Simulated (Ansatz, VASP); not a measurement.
**Rh in VASP and in Ansatz**

```
Rh
1.0
     0.00000    1.90081    1.90081
     1.90081    0.00000    1.90081
     1.90081    1.90081    0.00000
Rh
1
Cartesian
  0.0000 0.0000 0.0000
```

Alike in both runs: task single point; functional r2SCAN; k mesh 14 × 14 × 14; occupations gaussian, width 0.03 eV; no spin polarisation.

```csv
,VASP,Ansatz
version,VASP 6.6.1,Ansatz 0.2.0
potentials or method,"VASP PAW PBE potentials, release 64 (Rh_sv_GW), cutoff 580 eV","plane waves (500 eV) with PAW, scalar-relativistic"
valence electrons in the cell,17,17
```

```csv
,VASP,Ansatz,Ansatz less VASP
pressure (GPa),-2.0,-0.4,+1.61
```

VASP's potentials were made for PBE, not for r2SCAN.
